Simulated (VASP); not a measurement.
Runs of VASP 6.6.1 on Sn4Te. The structure is that of space group Pm-3m (No. 221), or close to it. The cells are those of the table. The cell was built from a structure type or drawn by symmetry, and may not be a known phase.

```tsv
task	cell	k mesh	cutoff (eV)	gap on the mesh (eV)	pressure (GPa)	relaxed volume (Å³/atom)
single point	a = 5.078 Å, 5 atoms	4 × 4 × 4	520	none	23.1	-
relaxation of cell and atoms	relaxed from a = 5.078 Å, 5 atoms	4 × 4 × 4	600	none	-0.1	(a)
single point	a = 5.829 Å, 5 atoms	4 × 4 × 4	520	none	0.4	-
relaxation of cell and atoms	relaxed from a = 5.829 Å, 5 atoms	6 × 6 × 6	600	none	0.0	39.87
single point	a = 5.844 Å, 5 atoms	6 × 6 × 6	520	none	0.0	-
```

Alike in all rows: level PBE; potentials or basis VASP PAW PBE potentials, release 64 (Sn_d, Te); no spin polarisation; smearing gaussian 0.1 eV.

Q: Estimate the missing entries.

A: (a) 40.28.

Caveats: spin-orbit coupling is left out, which moves the levels of the heavy elements; semilocal functionals underestimate gaps, so a narrow gap can read as zero (at least some runs); the cell stands under pressure (at least some runs); the volume moved by over 15 % at a fixed basis, so the end points are rough (at least some runs).

A k mesh can miss the band edges, and the runs leave out spin-orbit coupling on Sn, Te.

A gap of «none» marks levels without a gap at the run's occupations.
